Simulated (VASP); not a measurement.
Wanted: the native input for a VASP 6.6.1 run.

```yaml
Task: single point
Functional: PBEsol
Potentials_or_basis: VASP PAW PBE potentials, release 64 (Os)
Cutoff: 520 eV
k_mesh: 11 × 11 × 6
Occupations: fermi-dirac, width 0.05 eV
Spin: no spin polarisation
Dipole_correction: no
Further_INCAR_settings: ALGO = Normal; EDIFF = 1e-06; NBANDS = 15
```

The structure of Os lies in POSCAR:

```
Os
1.0
    2.7172870686      0.0000000000      0.0000000000
   -1.3586435343      2.3532396308      0.0000000000
    0.0000000000      0.0000000000      4.2968879670
Os
2
Direct
    0.6666666667      0.3333333333      0.7500000000
    0.3333333333      0.6666666667      0.2500000000
```

These files were run (other wordings do the same):

INCAR

```
PREC = Accurate
ENCUT = 520
EDIFF = 1E-6
ISMEAR = -1
SIGMA = 0.05
LREAL = False
LASPH = True
NELM = 80
ALGO = Normal
ISIF = 2
LWAVE = False
LCHARG = False
GGA = PS
NBANDS = 15
```

KPOINTS

```
regular mesh
0
Gamma
  11 11 6
```

Potentials or basis: VASP PAW PBE potentials, release 64 (Os).

Run with:

```sh
$ cat potpaw_PBE.64/Os/POTCAR > POTCAR
$ mpirun -np 1 vasp_std > vasp.out
```

It gave:

```yaml
Pressure: 5.7 GPa
Band_gap_on_the_k_mesh: zero (bands 8 and 9 overlap by 4.01 eV)
```

Caveat: the cell stands under pressure; the PAW data sets were made with another functional, which shifts forces and pressure a little; spin-orbit coupling is left out, which moves the levels of the heavy elements.

Run time: 31 s on 1 thread of Intel Xeon 8259CL, on a shared host, peak memory 0.15 GiB.
